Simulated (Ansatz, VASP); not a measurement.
**One calculation of Rb, two programs**

```
CELL_PARAMETERS angstrom
-2.86212 2.80600 2.80600
2.86212 -2.80600 2.80600
2.86212 2.80600 -2.80600
ATOMIC_POSITIONS crystal
Rb 0.00000 0.00000 0.00000
```

Change from the starting cell: strain +0.0200 x Voigt [1, 0, 0, 0, 0, 0], atoms carried along.

Alike in both runs: task single point; functional PBE; k mesh 12 × 12 × 12; occupations gaussian, width 0.15 eV; no spin polarisation.

```csv
,VASP,Ansatz
version,VASP 6.6.1,Ansatz 0.2.0
potentials or method,"VASP PAW PBE potentials, release 64 (Rb_sv), cutoff 520 eV","scalar-relativistic, plane waves, PAW"
valence electrons in the cell,9,9
```

```tsv
	VASP	Ansatz	Ansatz less VASP
gap on the k mesh at the Fermi level (eV)	none	none	-
pressure (GPa)	0.0	0.0	0.00
```

A gap of «none» marks a metal or a gap that the smearing closes.
